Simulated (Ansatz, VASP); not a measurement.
# One calculation of Mg, two programs

```
Mg
1.0
     1.74690   -2.52409    0.00000
     1.74690    2.52409    0.00000
     0.00000    0.00000    5.18694
Mg
2
Direct
  0.75000 0.25000 0.25006
  0.25000 0.75000 0.74994
```

Alike in both runs: functional PBE; k mesh 6 × 6 × 4; occupations gaussian, width 0.1 eV; no spin polarisation.

Ansatz relaxed the structure, and its values are those at the end. VASP's run is a single point on that final structure, the one shown.

|  | VASP | Ansatz |
| --- | --- | --- |
| version | VASP 6.6.1 | Ansatz 0.2.0 |
| potentials or method | VASP PAW PBE potentials, release 64 (Mg), cutoff 520 eV | scalar-relativistic, plane waves, PAW |
| valence electrons in the cell | 4 | 20 |

```csv
,VASP,Ansatz,Ansatz less VASP
gap on the k mesh at the Fermi level (eV),none,none,-
pressure (GPa),-0.1,0.0,+0.13
```

A gap of «none» marks a metal or a gap that the smearing closes. VASP's potentials hold 4 valence electrons a cell and Ansatz's 20, so a difference there can come from the potentials and not from the codes.

The k mesh is coarse, so the values compare programs but aren't converged.
